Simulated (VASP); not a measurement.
A run of VASP 6.6.1 is set up as follows.

Contents of INCAR:

```
ALGO = Normal
EDIFF = 1E-6
ENCUT = 520
GGA = PE
ISIF = 2
ISMEAR = 0
LASPH = T
LCHARG = T
LELF = T
LREAL = F
LVHAR = T
LWAVE = F
NBANDS = 26
NELM = 100
PREC = Accurate
SIGMA = 0.1
```

Contents of KPOINTS:

```
k-points
0
Gamma
  10 10 10
```

File POSCAR:

```
CdRe3C
1.0
    4.1376053741      0.0000000000      0.0000000000
    0.0000000000      4.1376053741      0.0000000000
    0.0000000000      0.0000000000      4.1376053741
Cd Re C
1 3 1
Direct
    0.0000000000      0.0000000000      0.0000000000
    0.5000000000      0.0000000000      0.5000000000
    0.0000000000      0.5000000000      0.5000000000
    0.5000000000      0.5000000000      0.0000000000
    0.5000000000      0.5000000000      0.5000000000
```

Potentials or basis: VASP PAW PBE potentials, release 64 (Cd, Re, C).

The run is started by

```console
$ cat potpaw_PBE.64/Cd/POTCAR potpaw_PBE.64/Re/POTCAR potpaw_PBE.64/C/POTCAR > POTCAR
$ mpirun -np 1 vasp_std > vasp.out
```

Q: Predict the pressure.

A: 1.5 GPa.
